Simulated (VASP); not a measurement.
# FePO3 (R-3c) in VASP: single point with r2SCAN

Aim: the single point of FePO3 with r2SCAN.

All numbers are computed with VASP 6.6.1; they aren't measurements. Logs are shortened: lines on timing, memory, paths and dates and some standing lists are left out, and cuts for length are marked.

### 1 The cell of the first run

It takes space group R-3c (No. 167, trigonal). Conventional cell: a = 4.671 Å, b = 4.671 Å, c = 13.441 Å, α = 90.00°, β = 90.00°, γ = 120.00°. Fe (site symmetry -3) has 6 O at 2.01 Å within 2.7 Å. Within 1.8 Å of P (site symmetry 32) lie 3 O at 1.36 Å. O (site symmetry 2) has 1 P at 1.36 Å within 1.8 Å.

### 2 Single point, r2SCAN

The input, POSCAR:

```
FePO3
1.0
    4.6711916900      0.0000000000      0.0000000000
   -2.3355958500      4.0453726400      0.0000000000
    0.0000000000     -2.6969117600      4.4804614800
Fe P O
2 2 6
Direct
    0.0000000000      0.0000000000      0.0000000000
    0.5000000000      0.0000000000      0.5000000000
    0.2500000000      0.5000000000      0.7500000000
    0.7500000000      0.5000000000      0.2500000000
    0.5401000000      0.5000000000      0.7500000000
    0.2500000000      0.7901000000      0.7500000000
    0.9599000000      0.2099000000      0.7500000000
    0.4599000000      0.5000000000      0.2500000000
    0.7500000000      0.2099000000      0.2500000000
    0.0401000000      0.7901000000      0.2500000000
```

The input, INCAR.step1:

```
SYSTEM = FePO3
PREC = Accurate ; ENCUT = 520
ISMEAR = -5 ; SIGMA = 0.0538
LREAL = .False. ; LASPH = .True.
NELM = 100 ; LMAXMIX = 4
NBANDS = 42 ; GGA = PE
ALGO = Normal ; EDIFF = 1E-4
LWAVE = .True. ; LCHARG = .False.
```

The input, INCAR.step2:

```
SYSTEM = FePO3
PREC = Accurate ; ENCUT = 520
EDIFF = 1E-6 ; ISMEAR = -1
SIGMA = 0.0538 ; LREAL = .False.
LASPH = .True. ; NELM = 100
ALGO = Normal ; ISIF = 2
LWAVE = .False. ; LCHARG = .False.
LMAXMIX = 4 ; METAGGA = R2SCAN
LMIXTAU = .True. ; LORBIT = 10
NBANDS = 42 ; ISTART = 1
```

The input, KPOINTS:

```
regular mesh
0
Gamma
  7 7 7
  0 0 0
```

Potentials or basis: VASP PAW PBE potentials, release 64 (Fe, P, O).

Started as:

```
$ cat potpaw_PBE.64/Fe/POTCAR potpaw_PBE.64/P/POTCAR potpaw_PBE.64/O/POTCAR > POTCAR
$ cp INCAR.step1 INCAR
$ mpirun -np 1 vasp_std > vasp.out
$ cp INCAR.step2 INCAR
$ mpirun -np 1 vasp_std > vasp.out
```

OUTCAR:

```text
SYSTEM = FePO3
   PREC = Accurate
   ENCUT = 520
   EDIFF = 1E-6
   ISMEAR = -1
   LREAL = .False.
   LASPH = .True.
   NELM = 100
   ISIF = 2
   METAGGA = R2SCAN
   LORBIT = 10
   ISTART = 1

 ion  position               nearest neighbor table
   1  0.000  0.000  0.000-   7 2.01  10 2.01   9 2.01   6 2.01   8 2.01   5 2.01   4 2.92   3 2.92
                             4 2.92   3 2.92   3 2.92   4 2.92
   2  0.500  0.000  0.500-   6 2.01   9 2.01   7 2.01  10 2.01   5 2.01   8 2.01   3 2.92   4 2.92
                             3 2.92   4 2.92   3 2.92   4 2.92
   3  0.250  0.500  0.750-   5 1.36   7 1.36   6 1.36   2 2.92   1 2.92   1 2.92   2 2.92   2 2.92
                             1 2.92
   4  0.750  0.500  0.250-   8 1.36  10 1.36   9 1.36   1 2.92   2 2.92   2 2.92   1 2.92   2 2.92
                             1 2.92
   5  0.540  0.500  0.750-   3 1.36   1 2.01   2 2.01
   6  0.250  0.790  0.750-   3 1.36   2 2.01   1 2.01
   7  0.960  0.210  0.750-   3 1.36   1 2.01   2 2.01
   8  0.460  0.500  0.250-   4 1.36   1 2.01   2 2.01
   9  0.750  0.210  0.250-   4 1.36   2 2.01   1 2.01
  10  0.040  0.790  0.250-   4 1.36   1 2.01   2 2.01

  LATTYP: Found a trigonal (rhomboedric) cell.
 ALAT       =     5.2295189181
 COS(alpha) =     0.6010650811

  Lattice vectors:

 A1 = (  -0.0000000000,  -2.6969117600,   4.4804614800)
 A2 = (   2.3355958400,   1.3484608800,   4.4804614800)
 A3 = (  -2.3355958500,   1.3484608800,   4.4804614800)

Analysis of symmetry for initial positions (statically):
=====================================================================
 Subroutine PRICEL returns:
 Original cell was already a primitive cell.

 Routine SETGRP: Setting up the symmetry group for a
 trigonal (rhombohedral) supercell.

 Subroutine GETGRP returns: Found 12 space group operations
 (whereof  6 operations were pure point group operations)
 out of a pool of 12 trial point group operations.

The static configuration has the point symmetry S_6 .
 The point group associated with its full space group is D_3d.

Analysis of symmetry for dynamics (positions and initial velocities):
=====================================================================
 Subroutine PRICEL returns:
 Original cell was already a primitive cell.

 Routine SETGRP: Setting up the symmetry group for a
 trigonal (rhombohedral) supercell.

 Subroutine GETGRP returns: Found 12 space group operations
 (whereof  6 operations were pure point group operations)
 out of a pool of 12 trial point group operations.

The dynamic configuration has the point symmetry S_6 .
 The point group associated with its full space group is D_3d.

 Subroutine INISYM returns: Found 12 space group operations
 (whereof  6 operations are pure point group operations),
 and found     1 'primitive' translations

----------------------------------------------------------------------------------------

                                     Primitive cell

  volume of cell :      84.6660

  direct lattice vectors                    reciprocal lattice vectors
     4.671191690  0.000000000  0.000000000     0.214078134  0.123598008  0.074397007
    -2.335595850  4.045372640  0.000000000     0.000000000  0.247196016  0.148794013
     0.000000000 -2.696911760  4.480461480     0.000000000  0.000000000  0.223191295

  length of vectors
     4.671191690  4.671193399  5.229518918     0.258148852  0.288523012  0.223191295

  position of ions in fractional coordinates (direct lattice)
     0.000000000  0.000000000  0.000000000
     0.500000000  0.000000000  0.500000000
     0.250000000  0.500000000  0.750000000
     0.750000000  0.500000000  0.250000000
     0.540100000  0.500000000  0.750000000
     0.250000000  0.790100000  0.750000000
     0.959900000  0.209900000  0.750000000
     0.459900000  0.500000000  0.250000000
     0.750000000  0.209900000  0.250000000
     0.040100000  0.790100000  0.250000000

  ion indices of the primitive-cell ions
   primitive index   ion index
                 1           1
                 2           2
                 3           3
                 4           4
                 5           5
                 6           6
                 7           7
                 8           8
                 9           9
                10          10

----------------------------------------------------------------------------------------

 KPOINTS: regular mesh

Automatic generation of k-mesh.
 Grid dimensions read from file:
 generate k-points for:    7    7    7

 Generating k-lattice:

  Cartesian coordinates                     Fractional coordinates (reciprocal lattice)
     0.030582591  0.017656858  0.010628144     0.142857143  0.000000000 -0.000000000
     0.000000000  0.035313717  0.021256288     0.000000000  0.142857143  0.000000000
     0.000000000  0.000000000  0.031884471     0.000000000  0.000000000  0.142857143

  Length of vectors
     0.036878407  0.041217573  0.031884471

  Shift w.r.t. Gamma in fractional coordinates (k-lattice)
     0.000000000  0.000000000  0.000000000

 Subroutine IBZKPT returns following result:
 ===========================================

 Found     44 irreducible k-points:

 Following reciprocal coordinates:
            Coordinates               Weight
  0.000000  0.000000  0.000000      1.000000
  0.142857  0.000000  0.000000      6.000000
  0.285714  0.000000  0.000000      6.000000
  0.428571  0.000000  0.000000      6.000000
  0.000000  0.142857  0.000000      6.000000
  0.142857  0.142857  0.000000     12.000000
[... 16 lines left out ...]
  0.000000  0.142857  0.142857      6.000000
  0.142857  0.142857  0.142857     12.000000
 [... further k-points ...]
   k-points           NKPTS =     44   k-points in BZ     NKDIM =     44   number of bands    NBANDS=     42
   number of dos      NEDOS =    301   number of ions     NIONS =     10
   total plane-waves  NPLWV =  51840
   dimension x,y,z NGX =    36 NGY =   36 NGZ =   40
   dimension x,y,z NGXF=    72 NGYF=   72 NGZF=   80
   ions per type =               2   2   6
   NGX,Y,Z   is equivalent  to a cutoff of  12.81, 12.81, 12.72 a.u.
   NGXF,Y,Z  is equivalent  to a cutoff of  25.62, 25.62, 25.43 a.u.
 SYSTEM =  FePO3
   PREC   = accura    normal or accurate (medium, high low for compatibility)
   ISTART =      1    job   : 0-new  1-cont  2-samecut
   ICHARG =      0    charge: 1-file 2-atom 10-const
   ISPIN  =      1    spin polarized calculation?
   LNONCOLLINEAR =      F non collinear calculations
   LSORBIT =      F    spin-orbit coupling
   LASPH  =      T    aspherical Exc in radial PAW
   ENCUT  =  520.0 eV  38.22 Ry    6.18 a.u.   8.69  8.69  9.72*2*pi/ulx,y,z
   NELM   =    100;   NELMIN=  2; NELMDL=  0     # of ELM steps
   EDIFF  = 0.1E-05   stopping-criterion for ELM
   LREAL  =      F    real-space projection
   EDIFFG = 0.1E-04   stopping-criterion for IOM
   NSW    =      0    number of steps for IOM
   IBRION =     -1    ionic relax: 0-MD 1-quasi-New 2-CG
   NFREE  =      0    steps in history (QN), initial steepest desc. (CG)
   ISIF   =      2    stress and relaxation
   ISYM   =      2    0-nonsym 1-usesym 2-fastsym
   POTIM  = 0.5000    time-step for ionic-motion
   TEBEG  =    0.0;   TEEND  =   0.0 temperature during run
   PSTRESS=    0.0 pullay stress
   NELECT =      62.0000    total number of electrons
   NUPDOWN=      -1.0000    fix difference up-down
   EMIN   =  10.00;   EMAX   =-10.00  energy-range for DOS
   EFERMI =   0.00;   METHOD = LEGACY
   ISMEAR =    -1;   SIGMA  =   0.05  broadening in eV -4-tet -1-fermi 0-gaus
   EFERMI_NEDOS =   21; number of points for ismear=-14 and -15
   IALGO  =     38    algorithm
   IMIX   =      4    mixing-type and parameters
     AMIX     =   0.40;   BMIX     =  1.00
     AMIX_MAG =   1.60;   BMIX_MAG =  1.00
  volume/ion in A,a.u.               =       8.47        57.14
  Fermi-wavevector in a.u.,A,eV,Ry     =   1.475601  2.788482 29.625320  2.177400
  Thomas-Fermi vector in A             =   2.590231
   LORBIT       =     10    0 simple, 1 ext, 2 COOP (PROOUT), +10 PAW based schemes
   METAGGA = R2SCAN    functional components
   LHFCALC =     F    Hartree Fock is set to
   AEXX    =    0.0000 exact exchange contribution
   IVDW    =     0    specifies the selected vdW correction
   LEPSILON=     F    determine dielectric tensor
   LRPA    =     F    only Hartree local field effects (RPA)
 non-spin polarized calculation
  energy-cutoff  :      520.00
  volume of cell :       84.67
 maximum number of plane-waves:      2294
   NGX = 17   NGY = 17   NGZ = 19

 number of electron      61.9999994 magnetization

 Free energy of the ion-electron system (eV)
  ---------------------------------------------------
  ext. energy  EPLUGINS =         0.00000000
  ---------------------------------------------------
  free energy    TOTEN  =       -86.91146584 eV

  energy without entropy =      -86.81669237  energy(sigma->0) =      -86.86407910

 E-fermi :  10.4773     XC(G=0): -12.9231

 val. band max:       10.4698076343   @ k =   0.2857   0.1429   0.1429
 cond. band min:      10.4822497084   @ k =   0.1429   0.4286   0.1429
 fundamental gap:      0.0124420741
 Fermi energy:        10.4773218961

 k-point     1 :       0.0000    0.0000    0.0000
  band No.  band energies     occupation
      1     -19.3675      2.00000
      2     -18.2217      2.00000
      3     -16.3170      2.00000
      4     -16.3170      2.00000
      5     -15.9211      2.00000
      6     -15.9211      2.00000
[... 34 lines left out ...]
     41      18.1636      0.00000
     42      18.4588      0.00000

 k-point     2 :       0.1429    0.0000    0.0000
  band No.  band energies     occupation
      1     -19.2968      2.00000
      2     -18.2646      2.00000
      3     -16.3129      2.00000
      4     -16.3060      2.00000
      5     -15.9729      2.00000
      6     -15.9584      2.00000
[... 34 lines left out ...]
     41      18.4297      0.00000
     42      19.1776      0.00000

 k-point     3 :       0.2857    0.0000    0.0000
  band No.  band energies     occupation
      1     -19.1041      2.00000
      2     -18.3887      2.00000
      3     -16.3053      2.00000
      4     -16.2734      2.00000
      5     -16.0957      2.00000
      6     -16.0485      2.00000
[... 34 lines left out ...]
     41      18.3498      0.00000
     42      19.0072      0.00000

 k-point     4 :       0.4286    0.0000    0.0000
  band No.  band energies     occupation
      1     -18.8441      2.00000
      2     -18.5880      2.00000
      3     -16.2852      2.00000
      4     -16.2203      2.00000
      5     -16.2175      2.00000
      6     -16.1447      2.00000
[... 844 lines left out ...]
     41      18.4833      0.00000
     42      18.7741      0.00000

 k-point    23 :       0.0000    0.1429    0.1429
  band No.  band energies     occupation
      1     -19.1725      2.00000
      2     -18.4026      2.00000
      3     -16.3257      2.00000
      4     -16.2171      2.00000
      5     -16.0956      2.00000
      6     -15.9395      2.00000
[... 34 lines left out ...]
     41      18.7632      0.00000
     42      18.8473      0.00000

 k-point    24 :       0.1429    0.1429    0.1429
  band No.  band energies     occupation
      1     -19.0197      2.00000
      2     -18.4834      2.00000
      3     -16.3682      2.00000
      4     -16.2243      2.00000
      5     -16.1615      2.00000
      6     -15.9755      2.00000
[... 34 lines left out ...]
     41      18.2328      0.00000
     42      18.5790      0.00000

 [... further k-points ...]

------------------------ aborting loop because EDIFF is reached ----------------------------------------

  FORCE on cell =-STRESS in cart. coord.  units (eV):
  Direction    XX          YY          ZZ          XY          YZ          ZX
  --------------------------------------------------------------------------------------
  -------------------------------------------------------------------------------------
  Total       60.4394554     60.4395143     11.6909859     -0.0000001      0.0000087     -0.0000000
  in kB     1143.7264223   1143.7275365    221.2344461     -0.0000014      0.0001646     -0.0000002
  external PRESSURE =     836.2294683 kB  Pullay stress =       0.0000000 kB

 VOLUME and BASIS-vectors are now :
 -----------------------------------------------------------------------------
  energy-cutoff  :      520.00
  volume of cell :       84.67
      direct lattice vectors                 reciprocal lattice vectors
     4.671191690  0.000000000  0.000000000     0.214078134  0.123598008  0.074397007
    -2.335595850  4.045372640  0.000000000     0.000000000  0.247196016  0.148794013
     0.000000000 -2.696911760  4.480461480     0.000000000  0.000000000  0.223191295

 POSITION                                       TOTAL-FORCE (eV/Angst)
 -----------------------------------------------------------------------------------
      0.00000      0.00000      0.00000        -0.000000      0.000000      0.000000
      2.33560     -1.34846      2.24023        -0.000000      0.000000      0.000000
     -0.00000      0.00000      3.36035        -0.000000      0.000000      0.000000
      2.33560      1.34846      1.12012        -0.000000      0.000000      0.000000
      1.35511      0.00000      3.36035        11.577700      0.000000     -0.000000
     -0.67756      1.17357      3.36035        -5.788850     10.026587      0.000000
      3.99364     -1.17356      3.36035        -5.788850    -10.026587     -0.000000
      0.98048      1.34846      1.12012       -11.577700      0.000000      0.000000
      3.01315      0.17490      1.12012         5.788850    -10.026587      0.000000
     -1.65804      2.52202      1.12012         5.788850     10.026587      0.000000
 -----------------------------------------------------------------------------------
    total drift:                                0.000000     -0.000000      0.000000

  FREE ENERGIE OF THE ION-ELECTRON SYSTEM (eV)
  ---------------------------------------------------
  free  energy   TOTEN  =       -86.9114658417 eV

  energy  without entropy=      -86.8166923664  energy(sigma->0) =      -86.86407910

 total charge

# of ion       s       p       d       tot
------------------------------------------
    1        0.285   0.421   6.578   7.284
    2        0.285   0.421   6.578   7.284
    3        1.016   1.956   0.000   2.973
    4        1.016   1.956   0.000   2.973
    5        1.604   3.796   0.000   5.400
    6        1.604   3.796   0.000   5.400
    7        1.604   3.796   0.000   5.400
    8        1.604   3.796   0.000   5.400
    9        1.604   3.796   0.000   5.400
   10        1.604   3.796   0.000   5.400
--------------------------------------------------
tot         12.227  27.531  13.156  52.914
```

It took 18 min on 1 thread of AMD EPYC 7R13 (Zen 3), shared host; peak memory 0.28 GiB.

Results:

| Property | Result |
| --- | --- |
| Free energy | -86.9115 eV |
| Pressure | 83.6 GPa |
| Largest force | 11.578 eV/Å |
| Band gap on the k mesh | zero (bands 31 and 32 overlap by 0.63 eV) |
| Valence electrons inside the program's atomic spheres | Fe 7.28; P 2.97; O 5.40 |

Forces on the atoms (eV/Å):
```
Fe    0.000   0.000   0.000
Fe    0.000   0.000   0.000
P     0.000   0.000   0.000
P     0.000   0.000   0.000
O    11.578   0.000   0.000
O    -5.789  10.027   0.000
O    -5.789 -10.027   0.000
O   -11.578   0.000   0.000
O     5.789 -10.027   0.000
O     5.789  10.027   0.000
```

Caveat: the cell stands under pressure; the PAW data sets were made with another functional, which shifts forces and pressure a little; the run has no spin polarisation, though such a crystal can be magnetic; semilocal functionals often make such compounds metallic where correlation or magnetic order opens a gap, which also shifts bond lengths. With open d or f shells a metallic result of r2SCAN can be an artefact of self-interaction; +U or a hybrid may open a gap.
